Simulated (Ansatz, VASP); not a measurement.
**Cs in VASP and in Ansatz**

INCAR

```
SYSTEM = Cs
ALGO = Normal
EDIFF = 1E-7
ENCUT = 520
GGA = PE
ISIF = 2
ISMEAR = -1
LASPH = .TRUE.
LCHARG = .FALSE.
LREAL = .FALSE.
LWAVE = .FALSE.
NBANDS = 16
NELM = 60
PREC = Accurate
SIGMA = 0.05
```

File KPOINTS:

```
k-points
0
G
  8 8 5
  0 0 0
```

The input POSCAR:

```
Cs
1.0
    5.2075958901      0.0000000000      0.0000000000
   -2.6037979450      4.5099103334      0.0000000000
    0.0000000000      0.0000000000      8.4363053419
Cs
2
Direct
    0.3333333333      0.6666666667      0.2500000000
    0.6666666667      0.3333333333      0.7500000000
```

Input for Ansatz:

```yaml
crystal:
  lattice:
    - [5.2075958901, 0.0, 0.0]
    - [-2.603797945, 4.5099103334, 0.0]
    - [0.0, 0.0, 8.4363053419]
  atoms:
    - { symbol: Cs, position: [0.3333333333, 0.6666666667, 0.25] }
    - { symbol: Cs, position: [0.6666666667, 0.3333333333, 0.75] }
kpoints:
  mp_grid: { grid: [8, 8, 5] }
scf:
  occupations: { method: fermi_dirac, width: 0.05 }
hamiltonian:
  xc: pbe
  pseudopotentials: { kind: all_electron, lapw: { basis_error: 0.001 } }
output:
  forces: true
  stress: true
  eigenvalues: true
  populations: true
```

Change from the starting cell: volume scaled by 0.85, LAPW.

Alike in both runs: task single point; functional PBE; k mesh 8 × 8 × 5; occupations fermi-dirac, width 0.05 eV; no spin polarisation.

|  | VASP | Ansatz |
| --- | --- | --- |
| version | VASP 6.6.1 | Ansatz 0.2.0 |
| potentials or method | VASP PAW PBE potentials, release 64 (Cs_sv), cutoff 520 eV | all-electron LAPW, scalar-relativistic |

```tsv
	VASP	Ansatz	Ansatz less VASP
pressure (GPa)	0.4	0.4	+0.01
```

Ansatz ran all-electron here, and VASP with PAW potentials.

Neither program's run includes spin-orbit coupling.
